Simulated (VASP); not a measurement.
# AlV2N3 (P-3m1) in VASP: further runs

AlV2N3 is run at these levels: PBE; tasks: relaxation of cell and atoms, single point.

Everything below comes from runs of VASP 6.6.1. Logs are shortened: lines on timing, memory, paths and dates and some standing lists are left out, and cuts for length are marked.

### Step 1. The cell of the first run

Symmetry: P-3m1, No. 164, trigonal system. Conventional cell: a = 2.930 Å, b = 2.930 Å, c = 7.040 Å, α = 90.00°, β = 90.00°, γ = 120.00°. Al (site symmetry -3m) has 6 N at 2.04 Å within 2.7 Å. Within 2.7 Å of V (site symmetry 3m) lie 6 N at 1.99 to 2.16 Å and 3 V at 2.68 Å. Within 2.7 Å of N (site symmetry 3m) lie 3 Al at 2.04 Å and 3 V at 2.16 Å. Within 2.6 Å of N (site symmetry -3m) lie 6 V at 1.99 Å.

### Step 2. Relaxation of cell and atoms, PBE

File INCAR:

```
SYSTEM = AlV2N3
PREC = Accurate
ENCUT = 600
EDIFF = 1E-6
ISMEAR = 0
SIGMA = 0.1
LREAL = .FALSE.
LASPH = .TRUE.
NELM = 60
ALGO = Normal
ISIF = 3
LWAVE = .FALSE.
LCHARG = .FALSE.
GGA = PE
IBRION = 2
NSW = 90
EDIFFG = -0.04
```

File KPOINTS:

```
Automatic mesh
0
G
  6 6 4
  0 0 0
```

File POSCAR:

```
AlV2N3
1.0
    2.9299266882      0.0000000000      0.0000000000
   -1.4649633441      2.5373909432      0.0000000000
    0.0000000000      0.0000000000      7.0397807599
Al V N
1 2 3
Direct
    0.0000000000      0.0000000000      0.5000000000
    0.6666666667      0.3333333333      0.8523654364
    0.3333333333      0.6666666667      0.1476345636
    0.3333333333      0.6666666667      0.6620015939
    0.6666666667      0.3333333333      0.3379984061
    0.0000000000      0.0000000000      0.0000000000
```

Potentials or basis: VASP PAW PBE potentials, release 64 (Al, V_sv, N).

Started as:

```bash
cat potpaw_PBE.64/Al/POTCAR potpaw_PBE.64/V_sv/POTCAR potpaw_PBE.64/N/POTCAR > POTCAR
mpirun -np 1 vasp_std > vasp.out
```

OUTCAR:

```text
SYSTEM = AlV2N3
   PREC = Accurate
   ENCUT = 600
   EDIFF = 1E-6
   ISMEAR = 0
   LREAL = .FALSE.
   LASPH = .TRUE.
   NELM = 60
   ISIF = 3
   GGA = PE
   IBRION = 2
   NSW = 90
   EDIFFG = -0.04

 ion  position               nearest neighbor table
   1  0.000  0.000  0.500-   4 2.04   5 2.04   4 2.04   5 2.04   5 2.04   4 2.04   2 3.00   3 3.00
                             3 3.00   2 3.00   3 3.00   2 3.00
   2  0.667  0.333  0.852-   6 1.99   6 1.99   6 1.99   4 2.16   4 2.16   4 2.16   3 2.68   3 2.68
                             3 2.68   1 3.00   1 3.00   1 3.00
   3  0.333  0.667  0.148-   6 1.99   6 1.99   6 1.99   5 2.16   5 2.16   5 2.16   2 2.68   2 2.68
                             2 2.68   1 3.00   1 3.00   1 3.00
   4  0.333  0.667  0.662-   1 2.04   1 2.04   1 2.04   2 2.16   2 2.16   2 2.16
   5  0.667  0.333  0.338-   1 2.04   1 2.04   1 2.04   3 2.16   3 2.16   3 2.16
   6  0.000  0.000  0.000-   2 1.99   3 1.99   3 1.99   2 1.99   2 1.99   3 1.99

  LATTYP: Found a hexagonal cell.
 ALAT       =     2.9299266882
 C/A-ratio  =     2.4027156680

  Lattice vectors:

 A1 = (   2.9299266882,   0.0000000000,   0.0000000000)
 A2 = (  -1.4649633441,   2.5373909432,   0.0000000000)
 A3 = (   0.0000000000,   0.0000000000,   7.0397807599)

Analysis of symmetry for initial positions (statically):
=====================================================================
 Subroutine PRICEL returns:
 Original cell was already a primitive cell.

 Routine SETGRP: Setting up the symmetry group for a
 hexagonal supercell.

 Subroutine GETGRP returns: Found 12 space group operations
 (whereof 12 operations were pure point group operations)
 out of a pool of 24 trial point group operations.

The static configuration has the point symmetry D_3d.

Analysis of symmetry for dynamics (positions and initial velocities):
=====================================================================
 Subroutine PRICEL returns:
 Original cell was already a primitive cell.

 Routine SETGRP: Setting up the symmetry group for a
 hexagonal supercell.

 Subroutine GETGRP returns: Found 12 space group operations
 (whereof 12 operations were pure point group operations)
 out of a pool of 24 trial point group operations.

The dynamic configuration has the point symmetry D_3d.

 Subroutine INISYM returns: Found 12 space group operations
 (whereof 12 operations are pure point group operations),
 and found     1 'primitive' translations

----------------------------------------------------------------------------------------

                                     Primitive cell

  volume of cell :      52.3363

  direct lattice vectors                    reciprocal lattice vectors
     2.929926688  0.000000000  0.000000000     0.341305468  0.197052804  0.000000000
    -1.464963344  2.537390943  0.000000000     0.000000000  0.394105608  0.000000000
     0.000000000  0.000000000  7.039780760     0.000000000  0.000000000  0.142049878

  length of vectors
     2.929926688  2.929926688  7.039780760     0.394105608  0.394105608  0.142049878

  position of ions in fractional coordinates (direct lattice)
     0.000000000  0.000000000  0.500000000
     0.666666667  0.333333333  0.852365436
     0.333333333  0.666666667  0.147634564
     0.333333333  0.666666667  0.662001594
     0.666666667  0.333333333  0.337998406
     0.000000000  0.000000000  0.000000000

  ion indices of the primitive-cell ions
   primitive index   ion index
                 1           1
                 2           2
                 3           3
                 4           4
                 5           5
                 6           6

----------------------------------------------------------------------------------------

 KPOINTS: Automatic mesh

Automatic generation of k-mesh.
 Grid dimensions read from file:
 generate k-points for:    6    6    4

 Generating k-lattice:

  Cartesian coordinates                     Fractional coordinates (reciprocal lattice)
[... 45 lines left out ...]
  energy-cutoff  :      600.00
  volume of cell :       52.34
      direct lattice vectors                 reciprocal lattice vectors
     2.929926688  0.000000000  0.000000000     0.341305468  0.197052804  0.000000000
    -1.464963344  2.537390943  0.000000000     0.000000000  0.394105608  0.000000000
     0.000000000  0.000000000  7.039780760     0.000000000  0.000000000  0.142049878

 POSITION                                       TOTAL-FORCE (eV/Angst)
 -----------------------------------------------------------------------------------
      0.00000      0.00000      3.51989        -0.000000      0.000000      0.000000
      1.46496      0.84580      6.00047        -0.000000     -0.000000     -0.047899
     -0.00000      1.69159      1.03931         0.000000      0.000000      0.047899
     -0.00000      1.69159      4.66035        -0.000000      0.000000     -0.020973
      1.46496      0.84580      2.37943        -0.000000     -0.000000      0.020973
      0.00000      0.00000      0.00000        -0.000000      0.000000      0.000000
 -----------------------------------------------------------------------------------
    total drift:                               -0.000000      0.000000      0.000000

  FREE ENERGIE OF THE ION-ELECTRON SYSTEM (eV)
  ---------------------------------------------------
  free  energy   TOTEN  =       -53.0040883712 eV

  energy  without entropy=      -52.9907444612  energy(sigma->0) =      -52.99741642

--------------------------------------- Ionic step        2  -------------------------------------------

 number of electron      44.0000003 magnetization

 Free energy of the ion-electron system (eV)
  ---------------------------------------------------
  ext. energy  EPLUGINS =         0.00000000
  ---------------------------------------------------
  free energy    TOTEN  =       -53.00404975 eV

  energy without entropy =      -52.99066486  energy(sigma->0) =      -52.99735731

 E-fermi :  11.4503     XC(G=0): -13.0691

 val. band max:       11.4401175948   @ k =   0.0000   0.1667   0.2500
 cond. band min:      11.4850753451   @ k =   0.3333  -0.0000   0.5000
 fundamental gap:      0.0449577503
 Fermi energy:        11.4502548602

 k-point     1 :       0.0000    0.0000    0.0000
  band No.  band energies     occupation
      1     -53.9529      2.00000
      2     -53.8555      2.00000
      3     -28.0566      2.00000
      4     -27.6423      2.00000
      5     -27.6423      2.00000
      6     -27.6029      2.00000
[... 685 lines left out ...]
     25      12.5297      0.00000
     26      12.5297      0.00000

------------------------ aborting loop because EDIFF is reached ----------------------------------------

  FORCE on cell =-STRESS in cart. coord.  units (eV):
  Direction    XX          YY          ZZ          XY          YZ          ZX
  --------------------------------------------------------------------------------------
  -------------------------------------------------------------------------------------
  Total       -0.1861548     -0.1861548     -0.1631377      0.0000000     -0.0000000     -0.0000000
  in kB       -5.6829713     -5.6829713     -4.9802994      0.0000000     -0.0000000     -0.0000000
  external PRESSURE =      -5.4487473 kB  Pullay stress =       0.0000000 kB

 VOLUME and BASIS-vectors are now :
 -----------------------------------------------------------------------------
  energy-cutoff  :      600.00
  volume of cell :       52.48
      direct lattice vectors                 reciprocal lattice vectors
     2.932443394  0.000000000 -0.000000000     0.341012550  0.196883688  0.000000000
    -1.466221697  2.539570475  0.000000000    -0.000000000  0.393767375 -0.000000000
    -0.000000000  0.000000000  7.047247206     0.000000000 -0.000000000  0.141899379

 POSITION                                       TOTAL-FORCE (eV/Angst)
 -----------------------------------------------------------------------------------
      2.93244      0.00000      3.52362        -0.000000      0.000000      0.000000
      1.46622      0.84652      6.00452        -0.000000      0.000000      0.037802
     -0.00000      1.69305      1.04273         0.000000     -0.000000     -0.037802
     -0.00000      1.69305      4.66428         0.000000      0.000000     -0.015226
      1.46622      0.84652      2.38297        -0.000000      0.000000      0.015226
      2.93244      0.00000     -0.00000        -0.000000      0.000000      0.000000
 -----------------------------------------------------------------------------------
    total drift:                                0.000000     -0.000000      0.000000

  FREE ENERGIE OF THE ION-ELECTRON SYSTEM (eV)
  ---------------------------------------------------
  free  energy   TOTEN  =       -53.0040497539 eV

  energy  without entropy=      -52.9906648572  energy(sigma->0) =      -52.99735731

 reached required accuracy - stopping structural energy minimisation
```

It took 27 s on 1 thread of Intel Xeon 6975P-C (Granite Rapids), shared host; peak memory 0.2 GiB.

What came out:

```
Free energy                           : -53.0040 eV
Relaxed volume                        : 8.75 Å³/atom
Relaxed cell                          : a = 2.932 Å, b = 2.932 Å, c = 7.047 Å, α = 90.00°, β = 90.00°, γ = 120.00°
Space group after relaxing (to 0.1 Å) : P-3m1 (No. 164)
Ionic steps                           : 2
Pressure after relaxing               : -0.5 GPa
Largest force after relaxing          : 0.038 eV/Å
Band gap on the k mesh                : zero (bands 22 and 23 overlap by 1.25 eV)
```

Forces in eV/Å, atoms in the order of the input:
```
Al   0.000  0.000  0.000
V    0.000  0.000  0.038
V    0.000  0.000 -0.038
N    0.000  0.000 -0.015
N    0.000  0.000  0.015
N    0.000  0.000  0.000
```

Final structure:
```
Al V N
1.0
     2.93244    0.00000    0.00000
    -1.46622    2.53957    0.00000
     0.00000    0.00000    7.04725
Al V N
1 2 3
Direct
  0.00000 0.00000 0.50000
  0.66667 0.33333 0.85204
  0.33333 0.66667 0.14796
  0.33333 0.66667 0.66186
  0.66667 0.33333 0.33814
  0.00000 0.00000 0.00000
```

Caveat: the k points lie up to 0.41 Å⁻¹ apart in the final cell, too coarse for converged energies and pressures of a metal; the run has no spin polarisation, though such a crystal can be magnetic.

### Step 3. Single point, PBE, collinear spin, antiferromagnetic start

This run uses another cell than the first one, of 12.37 Å³/atom.

File INCAR:

```
PREC     = Accurate       # precision mode
ENCUT    = 520            # plane-wave cutoff, eV
EDIFF    = 1E-7           # SCF threshold, eV
ISMEAR   = 0              # smearing method
SIGMA    = 0.1            # smearing width, eV
LREAL    = False          # projectors in reciprocal space
LASPH    = True           # aspherical terms in the spheres
NELM     = 150            # most SCF steps
ALGO     = Normal         # electronic algorithm
ISIF     = 2              # what is computed and relaxed
LWAVE    = False          # write WAVECAR
LCHARG   = True           # write CHGCAR
ISPIN    = 2              # spin polarisation
MAGMOM   = 0 2 -2 0 0 0   # initial moments
LORBIT   = 11             # projections on sites
LMAXMIX  = 4              # l up to which the mixer works
GGA      = PE             # functional
LELF     = True           # ELF
LVHAR    = True         
NBANDS   = 35             # bands
```

File KPOINTS:

```
regular mesh
0
Gamma
  6 6 2
```

File POSCAR:

```
AlV2N3
1.0
    3.2704990200      0.0000000000      0.0000000000
   -1.6352495100      2.8323352300      0.0000000000
    0.0000000000      0.0000000000      8.0110538000
Al V N
1 2 3
Direct
    0.0000000000      0.0000000000      0.5000000000
    0.6666666700      0.3333333300      0.8333333300
    0.3333333300      0.6666666700      0.1666666700
    0.3333333300      0.6666666700      0.6666666700
    0.6666666700      0.3333333300      0.3333333300
    0.0000000000      0.0000000000      0.0000000000
```

Potentials or basis: VASP PAW PBE potentials, release 64 (Al, V_sv, N).

Started as:

```bash
cat potpaw_PBE.64/Al/POTCAR potpaw_PBE.64/V_sv/POTCAR potpaw_PBE.64/N/POTCAR > POTCAR
mpirun -np 1 vasp_std > vasp.out
```

Wall time 37 s (1 thread of Intel Xeon 6975P-C (Granite Rapids), shared host); peak memory 0.23 GiB.

It converged, with:

* Free energy: -48.8165 eV
* Pressure: -42.5 GPa
* Largest force: 0.953 eV/Å
* Band gap on the k mesh: zero (filled and empty bands overlap)
* Net moment: 0.00 μB per cell
* Site moments: Al +0.00; V +1.73, -1.73; N -0.03, +0.03, +0.00 μB
* Valence electrons inside the program's atomic spheres: Al 0.56; V 11.14; N 3.57, 3.56 (each value once)

Forces on the atoms (eV/Å):
```
Al   0.000  0.000  0.000
V    0.000  0.000  0.953
V    0.000  0.000 -0.953
N    0.000  0.000 -0.629
N    0.000  0.000  0.629
N    0.000  0.000  0.000
```

Stress tensor (GPa, compression positive):
```
-43.15   0.00   0.00
  0.00 -43.15   0.00
  0.00   0.00 -41.09
```

Levels at points of the mesh, in eV from the Fermi level:
Spin up:
| k point | band 19 | band 20 | band 21 | band 22 | band 23 | band 24 | band 25 | band 26 |
| --- | --- | --- | --- | --- | --- | --- | --- | --- |
| (0.00, 0.00, 0.00) | -1.12 | -1.12 | -0.77 | -0.77 | -0.55 | 1.16 | 1.32 | 1.32 |
| (0.50, 0.00, 0.00) | -2.51 | -2.48 | -1.47 | 0.05 | 0.23 | 0.78 | 1.57 | 1.96 |
| (0.00, 0.00, 0.50) | -1.29 | -1.29 | -0.76 | -0.76 | -0.27 | 1.29 | 1.29 | 1.40 |
| (0.50, 0.00, 0.50) | -2.76 | -2.06 | -1.15 | 0.04 | 0.29 | 0.72 | 1.35 | 1.80 |
Spin down:
```csv
k point,band 19,band 20,band 21,band 22,band 23,band 24,band 25,band 26
"(0.00, 0.00, 0.00)",-1.12,-1.12,-0.77,-0.77,-0.55,1.16,1.32,1.32
"(0.50, 0.00, 0.00)",-2.51,-2.48,-1.47,0.05,0.23,0.78,1.57,1.96
"(0.00, 0.00, 0.50)",-1.29,-1.29,-0.76,-0.76,-0.27,1.29,1.29,1.40
"(0.50, 0.00, 0.50)",-2.76,-2.06,-1.15,0.04,0.29,0.72,1.35,1.80
```

Caveat: the k points lie up to 0.39 Å⁻¹ apart, too coarse for converged energies and pressures of a metal. With open d or f shells a metallic result of PBE can be an artefact of self-interaction; +U or a hybrid may open a gap.

### Step 4. Relaxation of cell and atoms, PBE

File INCAR:

```
PREC = Accurate
ENCUT = 600
EDIFF = 1E-6
ISMEAR = 0
SIGMA = 0.1
LREAL = F
LASPH = T
NELM = 60
ALGO = Normal
ISIF = 3
LWAVE = F
LCHARG = F
GGA = PE
IBRION = 2
NSW = 100
EDIFFG = -0.01
```

File KPOINTS:

```
Automatic mesh
0
Gamma
  12 12 6
```

File POSCAR:

```
AlV2N3
1.0
    2.9299266882      0.0000000000      0.0000000000
   -1.4649633441      2.5373909432      0.0000000000
    0.0000000000      0.0000000000      7.0397807599
Al V N
1 2 3
Direct
    0.0000000000      0.0000000000      0.5000000000
    0.6666666667      0.3333333333      0.8523654364
    0.3333333333      0.6666666667      0.1476345636
    0.3333333333      0.6666666667      0.6620015939
    0.6666666667      0.3333333333      0.3379984061
    0.0000000000      0.0000000000      0.0000000000
```

Started as:

```bash
cat potpaw_PBE.64/Al/POTCAR potpaw_PBE.64/V_sv/POTCAR potpaw_PBE.64/N/POTCAR > POTCAR
mpirun -np 1 vasp_std > vasp.out
```

Run time: 3.2 min. Hardware: 1 thread of Intel Xeon 6975P-C (Granite Rapids), shared host; peak memory 0.3 GiB.

The run converged. Its results:

```
Free energy                           : -53.0325 eV
Relaxed volume                        : 8.73 Å³/atom
Relaxed cell                          : a = 2.927 Å, b = 2.927 Å, c = 7.058 Å, α = 90.00°, β = 90.00°, γ = 120.00°
Space group after relaxing (to 0.1 Å) : P-3m1 (No. 164)
Energy gained by relaxing             : 0.2 meV/atom
Ionic steps                           : 7
Pressure after relaxing               : -0.1 GPa
Largest force after relaxing          : 0.005 eV/Å
Band gap on the k mesh                : zero (bands 22 and 23 overlap by 1.27 eV)
```

Forces on the atoms (eV/Å):
```
Al   0.000  0.000  0.000
V    0.000  0.000 -0.005
V    0.000  0.000  0.005
N    0.000  0.000  0.005
N    0.000  0.000 -0.005
N    0.000  0.000  0.000
```

Step by step:
| step | energy change (eV) | largest force (eV/Å) | pressure (GPa) | volume (Å³) |
| --- | --- | --- | --- | --- |
| 1 | 0.0000 | 0.1319 | 0.19 | 52.34 |
| 2 | -0.0010 | 0.0737 | -0.41 | 52.41 |
| 3 | -0.0011 | 0.0442 | -0.27 | 52.40 |
| 4 | -0.0012 | 0.0084 | 0.23 | 52.30 |
| 5 | -0.0012 | 0.0115 | 0.09 | 52.33 |
| 6 | -0.0012 | 0.0128 | 0.09 | 52.34 |
| 7 | -0.0012 | 0.0054 | -0.08 | 52.36 |

Final structure:
```cif
data_structure
_symmetry_space_group_name_H-M 'P 1'
_symmetry_Int_Tables_number 1
_cell_length_a 2.9268
_cell_length_b 2.9268
_cell_length_c 7.0581
_cell_angle_alpha 90.000
_cell_angle_beta 90.000
_cell_angle_gamma 120.000
_cell_volume 52.36
loop_
_atom_site_label
_atom_site_type_symbol
_atom_site_fract_x
_atom_site_fract_y
_atom_site_fract_z
_atom_site_occupancy
Al1 Al 0.00000 0.00000 0.50000 1
V1 V 0.66667 0.33333 0.85170 1
V2 V 0.33333 0.66667 0.14830 1
N1 N 0.33333 0.66667 0.66156 1
N2 N 0.66667 0.33333 0.33844 1
N3 N 0.00000 0.00000 0.00000 1
```

Levels at points of the mesh, in eV from the Fermi level:
```csv
k point,band 19,band 20,band 21,band 22,band 23,band 24,band 25,band 26
"(0.00, 0.00, 0.00)",-1.82,-1.82,-1.50,-1.50,-0.94,0.35,0.35,0.73
"(0.50, 0.00, 0.00)",-3.82,-3.51,-3.20,0.33,0.42,0.94,1.09,1.12
"(0.00, 0.00, 0.50)",-2.34,-2.34,-1.45,-1.45,-0.64,0.34,0.34,0.84
"(0.50, 0.00, 0.50)",-4.13,-3.03,-2.59,0.22,0.43,0.89,0.93,1.23
```

Caveat: the run has no spin polarisation, though such a crystal can be magnetic. With open d or f shells a metallic result of PBE can be an artefact of self-interaction; +U or a hybrid may open a gap.

### Step 5. The runs side by side

```csv
task,spin,cell,k mesh,cutoff (eV),gap on the mesh (eV),pressure (GPa),largest force (eV/Å)
relaxation of cell and atoms,off,"relaxed from a = 2.930, b = 2.930, c = 7.040 Å, angles 90.0, 90.0, 120.0°, 6 atoms, atomic positions A",6 × 6 × 4,600,none,-0.5,0.04
single point,"collinear, antiferromagnetic start","a = 3.270, b = 3.270, c = 8.011 Å, angles 90.0, 90.0, 120.0°, 6 atoms, atomic positions B",6 × 6 × 2,520,none,-42.5,0.95
relaxation of cell and atoms,off,"relaxed from a = 2.930, b = 2.930, c = 7.040 Å, angles 90.0, 90.0, 120.0°, 6 atoms, atomic positions A",12 × 12 × 6,600,none,-0.1,0.01
```

Alike in all rows: level PBE; potentials or basis VASP PAW PBE potentials, release 64 (Al, V_sv, N); smearing gaussian 0.1 eV.

Caveats: some runs use coarse meshes.

Total energies depend on the potentials used, so only differences within one code and one set of settings carry meaning.
